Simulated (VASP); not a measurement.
Sb, 1 atom in the cell. Symmetry: I4/mmm, No. 139, tetragonal system. Conventional cell: a = 3.132 Å, b = 3.132 Å, c = 5.387 Å, α = 90.00°, β = 90.00°, γ = 90.00°. Within 4.1 Å of Sb (site symmetry 4/mmm) lie 12 Sb at 3.13 to 3.49 Å.  This cell differs from its parent crystal: volume scaled by 0.98.

| Quantity | Value |
| --- | --- |
| Program | VASP 6.6.1 |
| Task | single point |
| Functional | PBEsol |
| Dispersion | D4 |
| Potentials or basis | VASP PAW PBE potentials, release 64 (Sb) |
| Cutoff | 520 eV |
| k mesh | 12 × 12 × 12 |
| Occupations | gaussian, width 0.01 eV |
| Spin | no spin polarisation |
| Dipole correction | no |
| Further INCAR settings | ALGO = Normal; EDIFF = 1e-06; NBANDS = 8 |

Potentials or basis: VASP PAW PBE potentials, release 64 (Sb).

Run with:

```console
$ cat potpaw_PBE.64/Sb/POTCAR > POTCAR
$ mpirun -np 1 vasp_std > vasp.out
```

Hardware: 1 thread of Intel(R) Xeon(R) Platinum 8375C CPU @ 2.90GHz (Ice Lake), on a shared host.

Question: Estimate the wall time of this run.

Answer: It took 28 s on 1 thread of Intel(R) Xeon(R) Platinum 8375C CPU @ 2.90GHz (Ice Lake) (shared host), peak memory 0.18 GiB. Counts: scf iterations 9, k points 163.
